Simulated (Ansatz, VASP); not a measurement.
## Two plane-wave programs on W

```
W
1.0
     0.00000    2.75914    2.75914
     2.75914    0.00000    2.75914
     2.75914    2.75914    0.00000
W
2
Direct
  0.12500 0.12500 0.12500
  0.87500 0.87500 0.87500
```

Alike in both runs: task single point; functional PBEsol; k mesh 11 × 11 × 11; occupations fermi-dirac, width 0.1 eV; no spin polarisation.

```csv
,VASP,Ansatz
version,VASP 6.6.1,Ansatz 0.2.0
potentials or method,"VASP PAW PBE potentials, release 64 (W_sv), cutoff 520 eV","plane waves (420 eV) with PAW, scalar-relativistic"
valence electrons in the cell,28,28
```

|  | VASP | Ansatz | Ansatz less VASP |
| --- | --- | --- | --- |
| pressure (GPa) | 22.7 | 21.1 | -1.55 |

VASP's potentials were made for PBE, not for PBEsol, and Ansatz warns of the same on its side. The functional is the same, so the differences come from potentials, cutoffs and numerics.

Neither program's run includes spin-orbit coupling.
